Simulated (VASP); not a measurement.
# TiO2 (Fm-3m) in VASP: single point with r2SCAN

Aim: the single point of TiO2 with r2SCAN.

Program: VASP 6.6.1. These are calculated values, not measurements. Logs are shortened: lines on timing, memory, paths and dates and some standing lists are left out, and cuts for length are marked.

## (1) The cell of the first run

It takes space group Fm-3m (No. 225, cubic). The conventional cell has a = 4.794 Å, b = 4.794 Å, c = 4.794 Å, α = 90.00°, β = 90.00°, γ = 90.00°. Within 2.7 Å of Ti (site symmetry m-3m) lie 8 O at 2.08 Å. Within 2.7 Å of O (site symmetry -43m) lie 4 Ti at 2.08 Å and 6 O at 2.40 Å.

## (2) Single point, r2SCAN

POSCAR reads:

```
TiO2
1.0
    0.0000000000      2.3968272547      2.3968272547
    2.3968272547      0.0000000000      2.3968272547
    2.3968272547      2.3968272547      0.0000000000
Ti O
1 2
Direct
    0.0000000000      0.0000000000      0.0000000000
    0.2500000000      0.2500000000      0.2500000000
    0.7500000000      0.7500000000      0.7500000000
```

INCAR.step1 reads:

```
ALGO     = Normal         # electronic algorithm
EDIFF    = 1E-5           # SCF threshold, eV
ENCUT    = 1480           # plane-wave cutoff, eV
GGA      = PE             # functional
GGA_COMPAT= F            
ISMEAR   = 0              # smearing method
LASPH    = T              # aspherical terms in the spheres
LCHARG   = F              # write CHGCAR
LREAL    = F              # projectors in reciprocal space
LWAVE    = T              # write WAVECAR
NBANDS   = 19             # bands
NELM     = 120            # most SCF steps
PREC     = Accurate       # precision mode
SIGMA    = 0.01           # smearing width, eV
```

INCAR.step2 reads:

```
ALGO     = Normal         # electronic algorithm
EDIFF    = 1E-6           # SCF threshold, eV
ENCUT    = 1480           # plane-wave cutoff, eV
GGA_COMPAT= F            
ISIF     = 2              # what is computed and relaxed
ISMEAR   = 0              # smearing method
ISTART   = 1            
LASPH    = T              # aspherical terms in the spheres
LCHARG   = F              # write CHGCAR
LMIXTAU  = T            
LREAL    = F              # projectors in reciprocal space
LWAVE    = F              # write WAVECAR
METAGGA  = R2SCAN         # meta-GGA
NBANDS   = 19             # bands
NELM     = 120            # most SCF steps
PREC     = Accurate       # precision mode
SIGMA    = 0.01           # smearing width, eV
```

KPOINTS reads:

```
k-points
0
Gamma
  10 10 10
```

Potentials or basis: VASP PAW PBE potentials, release 64 (Ti_sv, O_h).

Launch:

```sh
cat potpaw_PBE.64/Ti_sv/POTCAR potpaw_PBE.64/O_h/POTCAR > POTCAR
cp INCAR.step1 INCAR
mpirun -np 1 vasp_std > vasp.out
cp INCAR.step2 INCAR
mpirun -np 1 vasp_std > vasp.out
```

OUTCAR:

```text
EDIFF = 1E-6
   ENCUT = 1480
   ISIF = 2
   ISMEAR = 0
   ISTART = 1
   LASPH = T
   LREAL = F
   METAGGA = R2SCAN
   NELM = 120
   PREC = Accurate

 ion  position               nearest neighbor table
   1  0.000  0.000  0.000-   3 2.08   3 2.08   3 2.08   2 2.08   3 2.08   2 2.08   2 2.08   2 2.08

   2  0.250  0.250  0.250-   1 2.08   1 2.08   1 2.08   1 2.08
   3  0.750  0.750  0.750-   1 2.08   1 2.08   1 2.08   1 2.08

  LATTYP: Found a face centered cubic cell.
 ALAT       =     4.7936545094

  Lattice vectors:

 A1 = (   0.0000000000,   2.3968272547,   2.3968272547)
 A2 = (   2.3968272547,   0.0000000000,   2.3968272547)
 A3 = (   2.3968272547,   2.3968272547,   0.0000000000)

Analysis of symmetry for initial positions (statically):
=====================================================================
 Subroutine PRICEL returns:
 Original cell was already a primitive cell.

 Routine SETGRP: Setting up the symmetry group for a
 face centered cubic supercell.

 Subroutine GETGRP returns: Found 48 space group operations
 (whereof 48 operations were pure point group operations)
 out of a pool of 48 trial point group operations.

The static configuration has the point symmetry O_h .

Analysis of symmetry for dynamics (positions and initial velocities):
=====================================================================
 Subroutine PRICEL returns:
 Original cell was already a primitive cell.

 Routine SETGRP: Setting up the symmetry group for a
 face centered cubic supercell.

 Subroutine GETGRP returns: Found 48 space group operations
 (whereof 48 operations were pure point group operations)
 out of a pool of 48 trial point group operations.

The dynamic configuration has the point symmetry O_h .

 Subroutine INISYM returns: Found 48 space group operations
 (whereof 48 operations are pure point group operations),
 and found     1 'primitive' translations

----------------------------------------------------------------------------------------

                                     Primitive cell

  volume of cell :      27.5385

  direct lattice vectors                    reciprocal lattice vectors
     0.000000000  2.396827255  2.396827255    -0.208609110  0.208609110  0.208609110
     2.396827255  0.000000000  2.396827255     0.208609110 -0.208609110  0.208609110
     2.396827255  2.396827255  0.000000000     0.208609110  0.208609110 -0.208609110

  length of vectors
     3.389625610  3.389625610  3.389625610     0.361321577  0.361321577  0.361321577

  position of ions in fractional coordinates (direct lattice)
     0.000000000  0.000000000  0.000000000
     0.250000000  0.250000000  0.250000000
     0.750000000  0.750000000  0.750000000

  ion indices of the primitive-cell ions
   primitive index   ion index
                 1           1
                 2           2
                 3           3

----------------------------------------------------------------------------------------

 KPOINTS: k-points

Automatic generation of k-mesh.
 Grid dimensions read from file:
 generate k-points for:   10   10   10

 Generating k-lattice:

  Cartesian coordinates                     Fractional coordinates (reciprocal lattice)
    -0.020860911  0.020860911  0.020860911     0.100000000  0.000000000  0.000000000
     0.020860911 -0.020860911  0.020860911     0.000000000  0.100000000  0.000000000
     0.020860911  0.020860911 -0.020860911     0.000000000  0.000000000  0.100000000

  Length of vectors
     0.036132158  0.036132158  0.036132158

  Shift w.r.t. Gamma in fractional coordinates (k-lattice)
     0.000000000  0.000000000  0.000000000

 Subroutine IBZKPT returns following result:
 ===========================================

 Found     47 irreducible k-points:

 Following reciprocal coordinates:
            Coordinates               Weight
  0.000000  0.000000  0.000000      1.000000
  0.100000  0.000000  0.000000      8.000000
  0.200000  0.000000  0.000000      8.000000
  0.300000  0.000000  0.000000      8.000000
  0.400000  0.000000  0.000000      8.000000
  0.500000  0.000000  0.000000      4.000000
[... 16 lines left out ...]
  0.300000  0.300000  0.000000      6.000000
  0.400000  0.300000  0.000000     24.000000
 [... further k-points ...]
   k-points           NKPTS =     47   k-points in BZ     NKDIM =     47   number of bands    NBANDS=     19
   number of dos      NEDOS =    301   number of ions     NIONS =      3
   total plane-waves  NPLWV = 110592
   dimension x,y,z NGX =    48 NGY =   48 NGZ =   48
   dimension x,y,z NGXF=    96 NGYF=   96 NGZF=   96
   ions per type =               1   2
   NGX,Y,Z   is equivalent  to a cutoff of  23.54, 23.54, 23.54 a.u.
   NGXF,Y,Z  is equivalent  to a cutoff of  47.08, 47.08, 47.08 a.u.
 SYSTEM =  unknown system
   PREC   = accura    normal or accurate (medium, high low for compatibility)
   ISTART =      1    job   : 0-new  1-cont  2-samecut
   ICHARG =      0    charge: 1-file 2-atom 10-const
   ISPIN  =      1    spin polarized calculation?
   LNONCOLLINEAR =      F non collinear calculations
   LSORBIT =      F    spin-orbit coupling
   LASPH  =      T    aspherical Exc in radial PAW
   ENCUT  = 1480.0 eV 108.78 Ry   10.43 a.u.  10.63 10.63 10.63*2*pi/ulx,y,z
   NELM   =    120;   NELMIN=  2; NELMDL=  0     # of ELM steps
   EDIFF  = 0.1E-05   stopping-criterion for ELM
   LREAL  =      F    real-space projection
[... 7 lines left out ...]
   TEBEG  =    0.0;   TEEND  =   0.0 temperature during run
   PSTRESS=    0.0 pullay stress
   NELECT =      24.0000    total number of electrons
   NUPDOWN=      -1.0000    fix difference up-down
   EMIN   =  10.00;   EMAX   =-10.00  energy-range for DOS
   EFERMI =   0.00;   METHOD = LEGACY
   ISMEAR =     0;   SIGMA  =   0.01  broadening in eV -4-tet -1-fermi 0-gaus
   EFERMI_NEDOS =   21; number of points for ismear=-14 and -15
   IALGO  =     38    algorithm
   IMIX   =      4    mixing-type and parameters
     AMIX     =   0.40;   BMIX     =  1.00
     AMIX_MAG =   1.60;   BMIX_MAG =  1.00
  volume/ion in A,a.u.               =       9.18        61.95
  Fermi-wavevector in a.u.,A,eV,Ry     =   1.563742  2.955044 33.270189  2.445290
  Thomas-Fermi vector in A             =   2.666469
   LORBIT       =      0    0 simple, 1 ext, 2 COOP (PROOUT), +10 PAW based schemes
   METAGGA = R2SCAN    functional components
   LHFCALC =     F    Hartree Fock is set to
   AEXX    =    0.0000 exact exchange contribution
   IVDW    =     0    specifies the selected vdW correction
   LEPSILON=     F    determine dielectric tensor
   LRPA    =     F    only Hartree local field effects (RPA)
 non-spin polarized calculation
 Gauss-broadening in eV      SIGMA  =   0.01
  energy-cutoff  :     1480.00
  volume of cell :       27.54
 maximum number of plane-waves:      3587
 NGX is ok and might be reduce to    48
   NGX = 21   NGY = 21   NGZ = 21

 number of electron      24.0000000 magnetization

 Free energy of the ion-electron system (eV)
  ---------------------------------------------------
  ext. energy  EPLUGINS =         0.00000000
  ---------------------------------------------------
  free energy    TOTEN  =       -34.13276349 eV

  energy without entropy =      -34.13276349  energy(sigma->0) =      -34.13276349

 E-fermi :   7.9267     XC(G=0): -13.0639

 val. band max:        7.6748489325   @ k =   0.5000   0.5000   0.0000
 cond. band min:       9.2246860201   @ k =   0.0000   0.0000   0.0000
 fundamental gap:      1.5498370876
 Fermi energy:         7.9266656398

 k-point     1 :       0.0000    0.0000    0.0000
  band No.  band energies     occupation
      1     -52.3265      2.00000
      2     -27.3611      2.00000
      3     -27.3610      2.00000
      4     -27.3610      2.00000
      5     -13.0794      2.00000
      6      -9.2676      2.00000
[... 11 lines left out ...]
     18      15.9570      0.00000
     19      22.7192      0.00000

 k-point     2 :       0.1000    0.0000    0.0000
  band No.  band energies     occupation
      1     -52.3242      2.00000
      2     -27.3870      2.00000
      3     -27.3640      2.00000
      4     -27.3640      2.00000
      5     -12.9587      2.00000
      6      -9.4097      2.00000
[... 11 lines left out ...]
     18      16.3125      0.00000
     19      22.6420      0.00000

 k-point     3 :       0.2000    0.0000    0.0000
  band No.  band energies     occupation
      1     -52.3183      2.00000
      2     -27.4541      2.00000
      3     -27.3718      2.00000
      4     -27.3718      2.00000
      5     -12.6290      2.00000
      6      -9.7662      2.00000
[... 11 lines left out ...]
     18      17.2245      0.00000
     19      22.5126      0.00000

 k-point     4 :       0.3000    0.0000    0.0000
  band No.  band energies     occupation
      1     -52.3110      2.00000
      2     -27.5353      2.00000
      3     -27.3814      2.00000
      4     -27.3813      2.00000
      5     -12.1796      2.00000
      6     -10.1965      2.00000
[... 11 lines left out ...]
     18      18.1088      0.00000
     19      22.6095      0.00000

 k-point     5 :       0.4000    0.0000    0.0000
  band No.  band energies     occupation
      1     -52.3051      2.00000
      2     -27.5996      2.00000
      3     -27.3891      2.00000
      4     -27.3891      2.00000
      5     -11.7381      2.00000
      6     -10.5844      2.00000
[... 11 lines left out ...]
     18      18.4481      0.00000
     19      23.0994      0.00000
[... 334 lines left out ...]
      2     -27.5606      2.00000
      3     -27.4566      2.00000
      4     -27.3921      2.00000
      5     -11.6214      2.00000
      6     -10.6114      2.00000
[... 11 lines left out ...]
     18      18.9764      0.00000
     19      23.3959      0.00000

 k-point    22 :      -0.2000    0.2000    0.0000
  band No.  band energies     occupation
      1     -52.3085      2.00000
      2     -27.5233      2.00000
      3     -27.4289      2.00000
      4     -27.3810      2.00000
      5     -12.0266      2.00000
      6     -10.2992      2.00000
[... 11 lines left out ...]
     18      18.4492      0.00000
     19      22.8860      0.00000

 k-point    23 :       0.3000    0.3000    0.0000
  band No.  band energies     occupation
      1     -52.3059      2.00000
      2     -27.5465      2.00000
      3     -27.4108      2.00000
      4     -27.4108      2.00000
      5     -11.8781      2.00000
      6     -10.3689      2.00000
[... 11 lines left out ...]
     18      18.1763      0.00000
     19      22.5107      0.00000

 k-point    24 :       0.4000    0.3000    0.0000
  band No.  band energies     occupation
      1     -52.3012      2.00000
      2     -27.5821      2.00000
      3     -27.4294      2.00000
      4     -27.4196      2.00000
      5     -11.5552      2.00000
      6     -10.5913      2.00000
[... 11 lines left out ...]
     18      18.8360      0.00000
     19      22.7988      0.00000

 [... further k-points ...]
[... 5 lines left out ...]
  --------------------------------------------------------------------------------------
  -------------------------------------------------------------------------------------
  Total        0.2367655      0.2367655      0.2367655      0.0000000      0.0000000     -0.0000000
  in kB       13.7749125     13.7749125     13.7749125      0.0000000      0.0000000     -0.0000000
  external PRESSURE =      13.7749125 kB  Pullay stress =       0.0000000 kB

 VOLUME and BASIS-vectors are now :
 -----------------------------------------------------------------------------
  energy-cutoff  :     1480.00
  volume of cell :       27.54
      direct lattice vectors                 reciprocal lattice vectors
     0.000000000  2.396827255  2.396827255    -0.208609110  0.208609110  0.208609110
     2.396827255  0.000000000  2.396827255     0.208609110 -0.208609110  0.208609110
     2.396827255  2.396827255  0.000000000     0.208609110  0.208609110 -0.208609110

 POSITION                                       TOTAL-FORCE (eV/Angst)
 -----------------------------------------------------------------------------------
      0.00000      0.00000      0.00000         0.000000      0.000000      0.000000
      1.19841      1.19841      1.19841        -0.000000     -0.000000     -0.000000
      3.59524      3.59524      3.59524         0.000000      0.000000      0.000000
 -----------------------------------------------------------------------------------
    total drift:                               -0.000000     -0.000000      0.000000

  FREE ENERGIE OF THE ION-ELECTRON SYSTEM (eV)
  ---------------------------------------------------
  free  energy   TOTEN  =       -34.1327634924 eV

  energy  without entropy=      -34.1327634924  energy(sigma->0) =      -34.13276349
```

Wall time 6.6 min (1 thread of Intel Xeon Platinum 8375C at 2.90GHz (Ice Lake), shared host); peak memory 0.44 GiB.

What came out:

| Property | Result |
| --- | --- |
| Free energy | -34.1328 eV |
| Pressure | 1.4 GPa |
| Band gap on the k mesh | 1.55 eV (least direct gap 2.25 eV) |

Caveat: the structure was generated, so it needn't be the stable form of TiO2; the PAW data sets were made with another functional, which shifts forces and pressure a little.
